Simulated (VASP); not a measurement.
# MnSb (P6_3/mmc) in VASP: single point with PBEsol

Aim: the single point of MnSb with PBEsol.

Program: VASP 6.6.1. These are calculated values, not measurements. Logs are shortened: lines on timing, memory, paths and dates and some standing lists are left out, and cuts for length are marked.

**1. The cell of the first run**

It takes space group P6_3/mmc (No. 194, hexagonal). The conventional cell has a = 4.130 Å, b = 4.130 Å, c = 5.800 Å, α = 90.00°, β = 90.00°, γ = 120.00°. Mn (site symmetry -3m) has 6 Sb at 2.79 Å and 2 Mn at 2.90 Å within 3.7 Å. Within 3.8 Å of Sb (site symmetry -6m2) lie 6 Mn at 2.79 Å and 6 Sb at 3.75 Å.

**2. Single point, PBEsol, collinear spin, ferromagnetic start**

INCAR

```
SYSTEM = MnSb
ALGO = Normal ; EDIFF = 1E-6
ENCUT = 520 ; GGA = PS
ISIF = 2 ; ISMEAR = 0
ISPIN = 2 ; LASPH = .True.
LCHARG = .False. ; LMAXMIX = 4
LORBIT = 11 ; LREAL = .False.
LWAVE = .False. ; MAGMOM = 4 4 0 0
NBANDS = 30 ; NELM = 150
PREC = Accurate ; SIGMA = 0.1
```

KPOINTS

```
k-points
0
Gamma
  6 6 4
  0 0 0
```

POSCAR

```
MnSb
1.0
    4.1299978706      0.0000000000      0.0000000000
   -2.0649989353      3.5766830735      0.0000000000
    0.0000000000      0.0000000000      5.8000000000
Mn Sb
2 2
Direct
    0.0000000000      0.0000000000      0.0000000000
    0.0000000000      0.0000000000      0.5000000000
    0.3333333333      0.6666666667      0.2500000000
    0.6666666667      0.3333333333      0.7500000000
```

Potentials or basis: VASP PAW PBE potentials, release 64 (Mn_pv, Sb).

On the command line:

```bash
cat potpaw_PBE.64/Mn_pv/POTCAR potpaw_PBE.64/Sb/POTCAR > POTCAR
mpirun -np 1 vasp_std > vasp.out
```

OUTCAR:

```text
SYSTEM = MnSb
   EDIFF = 1E-6
   ENCUT = 520
   GGA = PS
   ISIF = 2
   ISMEAR = 0
   ISPIN = 2
   LASPH = .True.
   LORBIT = 11
   LREAL = .False.
   NELM = 150
   PREC = Accurate

 ion  position               nearest neighbor table
   1  0.000  0.000  0.000-   3 2.79   4 2.79   3 2.79   4 2.79   4 2.79   3 2.79   2 2.90   2 2.90

   2  0.000  0.000  0.500-   3 2.79   4 2.79   3 2.79   4 2.79   4 2.79   3 2.79   1 2.90   1 2.90

   3  0.333  0.667  0.250-   1 2.79   2 2.79   1 2.79   2 2.79   1 2.79   2 2.79   4 3.75   4 3.75
                             4 3.75   4 3.75   4 3.75   4 3.75
   4  0.667  0.333  0.750-   1 2.79   2 2.79   1 2.79   2 2.79   1 2.79   2 2.79   3 3.75   3 3.75
                             3 3.75   3 3.75   3 3.75   3 3.75

  LATTYP: Found a hexagonal cell.
 ALAT       =     4.1299978706
 C/A-ratio  =     1.4043590776

  Lattice vectors:

 A1 = (   4.1299978706,   0.0000000000,   0.0000000000)
 A2 = (  -2.0649989353,   3.5766830735,   0.0000000000)
 A3 = (   0.0000000000,   0.0000000000,   5.8000000000)

Analysis of symmetry for initial positions (statically):
=====================================================================
 Subroutine PRICEL returns:
 Original cell was already a primitive cell.

 Routine SETGRP: Setting up the symmetry group for a
 hexagonal supercell.

 Subroutine GETGRP returns: Found 24 space group operations
 (whereof 12 operations were pure point group operations)
 out of a pool of 24 trial point group operations.

The static configuration has the point symmetry D_3d.
 The point group associated with its full space group is D_6h.

Analysis of symmetry for dynamics (positions and initial velocities):
=====================================================================
 Subroutine PRICEL returns:
 Original cell was already a primitive cell.

 Routine SETGRP: Setting up the symmetry group for a
 hexagonal supercell.

 Subroutine GETGRP returns: Found 24 space group operations
 (whereof 12 operations were pure point group operations)
 out of a pool of 24 trial point group operations.

The dynamic configuration has the point symmetry D_3d.
 The point group associated with its full space group is D_6h.

Analysis of structural, dynamic, and magnetic symmetry:
=====================================================================
 Subroutine PRICEL returns:
 Original cell was already a primitive cell.

 Routine SETGRP: Setting up the symmetry group for a
 hexagonal supercell.

 Subroutine GETGRP returns: Found 24 space group operations
 (whereof 12 operations were pure point group operations)
 out of a pool of 24 trial point group operations.

The overall configuration has the point symmetry D_3d.
 The point group associated with its full space group is D_6h.

 Subroutine INISYM returns: Found 24 space group operations
 (whereof 12 operations are pure point group operations),
 and found     1 'primitive' translations

----------------------------------------------------------------------------------------

                                     Primitive cell

  volume of cell :      85.6758

  direct lattice vectors                    reciprocal lattice vectors
     4.129997871  0.000000000  0.000000000     0.242130875  0.139794326  0.000000000
    -2.064998935  3.576683073  0.000000000     0.000000000  0.279588652  0.000000000
     0.000000000  0.000000000  5.800000000     0.000000000  0.000000000  0.172413793

  length of vectors
     4.129997871  4.129997871  5.800000000     0.279588652  0.279588652  0.172413793

  position of ions in fractional coordinates (direct lattice)
     0.000000000  0.000000000  0.000000000
     0.000000000  0.000000000  0.500000000
     0.333333333  0.666666667  0.250000000
     0.666666667  0.333333333  0.750000000

  ion indices of the primitive-cell ions
   primitive index   ion index
                 1           1
                 2           2
                 3           3
                 4           4

----------------------------------------------------------------------------------------

 KPOINTS: k-points

Automatic generation of k-mesh.
 Grid dimensions read from file:
 generate k-points for:    6    6    4

 Generating k-lattice:

  Cartesian coordinates                     Fractional coordinates (reciprocal lattice)
     0.040355146  0.023299054  0.000000000     0.166666667  0.000000000  0.000000000
     0.000000000  0.046598109  0.000000000     0.000000000  0.166666667  0.000000000
     0.000000000  0.000000000  0.043103448     0.000000000  0.000000000  0.250000000

  Length of vectors
     0.046598109  0.046598109  0.043103448

  Shift w.r.t. Gamma in fractional coordinates (k-lattice)
     0.000000000  0.000000000  0.000000000

 Subroutine IBZKPT returns following result:
 ===========================================

 Found     21 irreducible k-points:

 Following reciprocal coordinates:
            Coordinates               Weight
  0.000000  0.000000  0.000000      1.000000
  0.166667 -0.000000  0.000000      6.000000
  0.333333 -0.000000  0.000000      6.000000
  0.500000 -0.000000  0.000000      3.000000
  0.166667  0.166667  0.000000      6.000000
  0.333333  0.166667  0.000000     12.000000
[... 13 lines left out ...]
  0.333333  0.166667  0.500000     12.000000
  0.333333  0.333333  0.500000      2.000000
   k-points           NKPTS =     21   k-points in BZ     NKDIM =     21   number of bands    NBANDS=     30
   number of dos      NEDOS =    301   number of ions     NIONS =      4
   total plane-waves  NPLWV =  49152
   dimension x,y,z NGX =    32 NGY =   32 NGZ =   48
   dimension x,y,z NGXF=    64 NGYF=   64 NGZF=   96
   ions per type =               2   2
   NGX,Y,Z   is equivalent  to a cutoff of  12.88, 12.88, 13.76 a.u.
   NGXF,Y,Z  is equivalent  to a cutoff of  25.76, 25.76, 27.52 a.u.
 SYSTEM =  MnSb
   PREC   = accura    normal or accurate (medium, high low for compatibility)
   ISTART =      0    job   : 0-new  1-cont  2-samecut
   ICHARG =      2    charge: 1-file 2-atom 10-const
   ISPIN  =      2    spin polarized calculation?
   LNONCOLLINEAR =      F non collinear calculations
   LSORBIT =      F    spin-orbit coupling
   LASPH  =      T    aspherical Exc in radial PAW
   ENCUT  =  520.0 eV  38.22 Ry    6.18 a.u.   7.68  7.68 10.78*2*pi/ulx,y,z
   NELM   =    150;   NELMIN=  2; NELMDL= -5     # of ELM steps
   EDIFF  = 0.1E-05   stopping-criterion for ELM
   LREAL  =      F    real-space projection
   EDIFFG = 0.1E-04   stopping-criterion for IOM
   NSW    =      0    number of steps for IOM
   IBRION =     -1    ionic relax: 0-MD 1-quasi-New 2-CG
   NFREE  =      0    steps in history (QN), initial steepest desc. (CG)
   ISIF   =      2    stress and relaxation
   ISYM   =      2    0-nonsym 1-usesym 2-fastsym
   POTIM  = 0.5000    time-step for ionic-motion
   TEBEG  =    0.0;   TEEND  =   0.0 temperature during run
   PSTRESS=    0.0 pullay stress
   NELECT =      36.0000    total number of electrons
   NUPDOWN=      -1.0000    fix difference up-down
   EMIN   =  10.00;   EMAX   =-10.00  energy-range for DOS
   EFERMI =   0.00;   METHOD = LEGACY
   ISMEAR =     0;   SIGMA  =   0.10  broadening in eV -4-tet -1-fermi 0-gaus
   EFERMI_NEDOS =   21; number of points for ismear=-14 and -15
   IALGO  =     38    algorithm
   IMIX   =      4    mixing-type and parameters
     AMIX     =   0.40;   BMIX     =  1.00
     AMIX_MAG =   1.60;   BMIX_MAG =  1.00
  volume/ion in A,a.u.               =      21.42       144.54
  Fermi-wavevector in a.u.,A,eV,Ry     =   1.226186  2.317155 20.456785  1.503531
  Thomas-Fermi vector in A             =   2.361196
   LORBIT       =     11    0 simple, 1 ext, 2 COOP (PROOUT), +10 PAW based schemes
   GGA     = PS    functional components
   LHFCALC =     F    Hartree Fock is set to
   AEXX    =    0.0000 exact exchange contribution
   IVDW    =     0    specifies the selected vdW correction
   LEPSILON=     F    determine dielectric tensor
   LRPA    =     F    only Hartree local field effects (RPA)
 spin polarized calculation
 Gauss-broadening in eV      SIGMA  =   0.10
  energy-cutoff  :      520.00
  volume of cell :       85.68
 maximum number of plane-waves:      2350
 NGX is ok and might be reduce to    32
   NGX = 15   NGY = 15   NGZ = 21

 number of electron      36.0000014 magnetization       6.6817001

 Free energy of the ion-electron system (eV)
  ---------------------------------------------------
  ext. energy  EPLUGINS =         0.00000000
  ---------------------------------------------------
  free energy    TOTEN  =       -28.25899006 eV

  energy without entropy =      -28.24907864  energy(sigma->0) =      -28.25403435

 E-fermi :   7.5423     XC(G=0): -10.7698

 val. band max:        7.4821026387   @ k =   0.1667  -0.0000   0.2500
 cond. band min:       7.5491069443   @ k =   0.0000   0.0000   0.0000
 fundamental gap:      0.0670043056
 Fermi energy:         7.5423155183

 spin component 1

 k-point     1 :       0.0000    0.0000    0.0000
  band No.  band energies     occupation
      1     -42.1875      1.00000
      2     -42.1875      1.00000
      3     -42.1802      1.00000
      4     -42.1802      1.00000
      5     -41.9642      1.00000
      6     -41.8862      1.00000
[... 682 lines left out ...]
     29      15.3514      0.00000
     30      15.3514      0.00000
 Fermi energy:         7.5423155183

 spin component 2

 k-point     1 :       0.0000    0.0000    0.0000
  band No.  band energies     occupation
      1     -38.6163      1.00000
      2     -38.6163      1.00000
      3     -38.6075      1.00000
      4     -38.6075      1.00000
      5     -38.5457      1.00000
      6     -38.4536      1.00000
[... 682 lines left out ...]
     29      15.8554      0.00000
     30      15.8554      0.00000

------------------------ aborting loop because EDIFF is reached ----------------------------------------

  FORCE on cell =-STRESS in cart. coord.  units (eV):
  Direction    XX          YY          ZZ          XY          YZ          ZX
  --------------------------------------------------------------------------------------
  -------------------------------------------------------------------------------------
  Total       -3.2425501     -3.2425501     -4.0985088      0.0000000     -0.0000000      0.0000000
  in kB      -60.6371794    -60.6371794    -76.6440029      0.0000000     -0.0000000      0.0000000
  external PRESSURE =     -65.9727872 kB  Pullay stress =       0.0000000 kB

 VOLUME and BASIS-vectors are now :
 -----------------------------------------------------------------------------
  energy-cutoff  :      520.00
  volume of cell :       85.68
      direct lattice vectors                 reciprocal lattice vectors
     4.129997871  0.000000000  0.000000000     0.242130875  0.139794326  0.000000000
    -2.064998935  3.576683073  0.000000000     0.000000000  0.279588652  0.000000000
     0.000000000  0.000000000  5.800000000     0.000000000  0.000000000  0.172413793

 POSITION                                       TOTAL-FORCE (eV/Angst)
 -----------------------------------------------------------------------------------
      0.00000      0.00000      0.00000         0.000000      0.000000     -0.000000
      0.00000      0.00000      2.90000         0.000000      0.000000     -0.000000
     -0.00000      2.38446      1.45000        -0.000000      0.000000     -0.000000
      2.06500      1.19223      4.35000         0.000000      0.000000      0.000000
 -----------------------------------------------------------------------------------
    total drift:                                0.000000     -0.000000      0.000000

  FREE ENERGIE OF THE ION-ELECTRON SYSTEM (eV)
  ---------------------------------------------------
  free  energy   TOTEN  =       -28.2589900606 eV

  energy  without entropy=      -28.2490786432  energy(sigma->0) =      -28.25403435

 total charge

# of ion       s       p       d       tot
------------------------------------------
    1        0.275   6.211   5.037  11.523
    2        0.275   6.211   5.037  11.523
    3        1.145   1.261   0.041   2.446
    4        1.145   1.261   0.041   2.446
--------------------------------------------------
tot          2.840  14.943  10.156  27.940

 magnetization (x)

# of ion       s       p       d       tot
------------------------------------------
    1        0.035   0.025   3.318   3.378
    2        0.035   0.025   3.318   3.378
    3        0.012  -0.142   0.006  -0.124
    4        0.012  -0.142   0.006  -0.124
--------------------------------------------------
tot          0.094  -0.233   6.648   6.509
```

Wall time 87 s (1 thread of Intel Xeon Platinum 8488C (Sapphire Rapids), shared host); peak memory 0.29 GiB.

What came out:

```
Free energy                                           : -28.2590 eV
Pressure                                              : -6.6 GPa
Net moment                                            : 6.68 μB per cell
Site moments                                          : Mn +3.38; Sb -0.12 μB
Valence electrons inside the program's atomic spheres : Mn 11.52; Sb 2.45
```

Stress tensor (GPa, compression positive):
```
-6.06  0.00  0.00
 0.00 -6.06  0.00
 0.00  0.00 -7.66
```

Levels at points of the mesh, in eV from the Fermi level:
Spin up:
```tsv
k point	band 18	band 19	band 20	band 21	band 22	band 23	band 24	band 25	band 26	band 27
(0.00, 0.00, 0.00)	-1.83	-0.49	0.55	0.55	2.35	2.35	2.62	3.06	4.42	5.68
(0.50, 0.00, 0.00)	-2.17	-1.97	-1.84	-1.81	-0.80	0.73	3.12	3.54	4.39	4.82
(0.00, 0.00, 0.50)	-2.48	-0.59	-0.59	1.79	1.79	1.79	1.79	4.62	4.62	5.49
(0.50, 0.00, 0.50)	-2.28	-2.12	-2.12	0.17	0.17	1.20	1.20	3.94	3.94	5.91
```
Spin down:
```tsv
k point	band 13	band 14	band 15	band 16	band 17	band 18
(0.00, 0.00, 0.00)	0.01	0.01	0.32	0.32	0.66	0.66
(0.50, 0.00, 0.00)	-2.06	-1.97	-1.01	0.55	0.72	0.78
(0.00, 0.00, 0.50)	-1.56	-1.56	0.53	0.53	0.53	0.53
(0.50, 0.00, 0.50)	-1.54	-1.54	0.32	0.32	0.87	0.87
```

Caveat: the cell stands under tension; the PAW data sets were made with another functional, which shifts forces and pressure a little; spin-orbit coupling is left out, which moves the levels of the heavy elements; only a ferromagnetic start was run, and an antiferromagnetic order may lie lower in energy.
